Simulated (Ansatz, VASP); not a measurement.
# Si in VASP and in Ansatz

File INCAR:

```
SYSTEM = Si
PREC = Accurate
ENCUT = 520
EDIFF = 1E-6
ISMEAR = -1
SIGMA = 0.05
LREAL = .False.
LASPH = .True.
NELM = 100
ALGO = Normal
ISIF = 2
LWAVE = .False.
LCHARG = .True.
GGA = PE
LELF = .True.
LVHAR = .True.
NBANDS = 11
```

File KPOINTS:

```
regular mesh
0
Gamma
  10 10 10
  0 0 0
```

File POSCAR:

```
Si
1.0
    0.0000000000      2.7144176166      2.7144176166
    2.7144176166      0.0000000000      2.7144176166
    2.7144176166      2.7144176166      0.0000000000
Si
2
Direct
   -0.1700000000     -0.1100000000     -0.1100000000
    0.1700000000      0.1100000000      0.1100000000
```

Input for Ansatz:

```yaml
crystal:
  lattice:
    - [0.0, 2.7144176166, 2.7144176166]
    - [2.7144176166, 0.0, 2.7144176166]
    - [2.7144176166, 2.7144176166, 0.0]
  atoms:
    - { symbol: Si, position: [-0.17, -0.11, -0.11] }
    - { symbol: Si, position: [0.17, 0.11, 0.11] }
kpoints:
  mp_grid: { grid: [10, 10, 10] }
scf:
  occupations: { method: fermi_dirac, width: 0.05 }
hamiltonian:
  xc: pbe
  pseudopotentials: { kind: all_electron, lapw: { basis_error: 0.001 } }
output:
  forces: true
  stress: true
  eigenvalues: true
  populations: true
```

Change from the starting cell: shortest bond scaled by 0.88, LAPW.

Alike in both runs: task single point; functional PBE; k mesh 10 × 10 × 10; occupations fermi-dirac, width 0.05 eV; no spin polarisation.

```csv
,VASP,Ansatz
version,VASP 6.6.1,Ansatz 0.2.0
potentials or method,"VASP PAW PBE potentials, release 64 (Si), cutoff 520 eV","all-electron LAPW, scalar-relativistic"
```

VASP gave:

- pressure (GPa): 6.1
- traceless stress, the component that is largest in VASP (GPa): -9.99
- rms of the force components (eV/Å): 3.186

Problem. What did Ansatz give for the same quantities?

Solution. Pressure (GPa): 6.1; traceless stress, the component that is largest in VASP (GPa): -10.04; rms of the force components (eV/Å): 3.198.

Atom by atom the forces differ by 0.012 eV/Å (rms over components). Ansatz ran all-electron here, and VASP with PAW potentials.
